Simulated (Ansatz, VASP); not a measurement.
# Two plane-wave programs on Ga2O3

```
CELL_PARAMETERS angstrom
6.10700 -1.51855 0.00000
6.10700 1.51855 0.00000
-1.38599 0.00000 5.63001
ATOMIC_POSITIONS crystal
Ga 0.09050 0.09050 0.79460
Ga 0.90950 0.90950 0.20540
Ga 0.65866 0.65866 0.31402
Ga 0.34134 0.34134 0.68598
O 0.16450 0.16450 0.10980
O 0.83550 0.83550 0.89020
O 0.17330 0.17330 0.56320
O 0.82670 0.82670 0.43680
O 0.49590 0.49590 0.25660
O 0.50410 0.50410 0.74340
```

Alike in both runs: task relaxation of cell and atoms; functional LDA; k mesh 4 × 4 × 4; no spin polarisation.

|  | VASP | Ansatz |
| --- | --- | --- |
| version | VASP 6.6.1 | Ansatz 0.2.0 |
| potentials or method | VASP PAW LDA potentials, release 64 (Ga_d, O), cutoff 600 eV | scalar-relativistic, plane waves, PAW |
| occupations | gaussian, width 0.01 eV | fixed |
| valence electrons in the cell | 88 | 88 |

Ansatz gave:

```
gap on the k mesh at the Fermi level, each at its own relaxed structure (eV)  : 2.52
relaxed volume (Å³/atom)                                                      : 10.22
relaxed length of the cell vector where the two differ most in proportion (Å) : 5.752
```

Q: What did VASP give for the same quantities?

A: gap on the k mesh at the Fermi level, each at its own relaxed structure (eV): 2.46; relaxed volume (Å³/atom): 10.29; relaxed length of the cell vector where the two differ most in proportion (Å): 5.765.

LDA's correlation is that of Perdew and Zunger in VASP and of Perdew and Wang (1992) in Ansatz.

The k mesh is coarse, so the values compare programs but aren't converged.
